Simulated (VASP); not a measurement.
Here is a VASP 6.6.1 calculation.

INCAR

```
SYSTEM = KAlO3
ALGO = Normal
EDIFF = 1E-6
ENCUT = 520
GGA = CA
ISIF = 2
ISMEAR = 0
LASPH = .TRUE.
LCHARG = .FALSE.
LREAL = .FALSE.
LWAVE = .FALSE.
NBANDS = 23
NELM = 80
PREC = Accurate
SIGMA = 0.1
```

Contents of KPOINTS:

```
k-points
0
G
  7 7 7
  0 0 0
```

Contents of POSCAR:

```
KAlO3
1.0
    3.8670140000      0.0000000000      0.0000000000
    0.0000000000      3.8670140000      0.0000000000
    0.0000000000      0.0000000000      3.8670140000
K Al O
1 1 3
Direct
    0.0000000000      0.0000000000      0.0000000000
    0.5000000000      0.5000000000      0.5000000000
    0.5000000000      0.5000000000      0.0000000000
    0.5000000000      0.0000000000      0.5000000000
    0.0000000000      0.5000000000      0.5000000000
```

Potentials or basis: VASP PAW LDA potentials, release 64 (K_sv, Al, O).

Launch:

```console
$ cat potpaw_LDA.64/K_sv/POTCAR potpaw_LDA.64/Al/POTCAR potpaw_LDA.64/O/POTCAR > POTCAR
$ mpirun -np 1 vasp_std > vasp.out
```

Question: What does it give for the pressure?

Answer: -10.4 GPa.

Question: Estimate the band gap on the k mesh.

Answer: Zero (band 15 reaches 1.76 eV, above the bottom of band 16 at 0.98 eV).
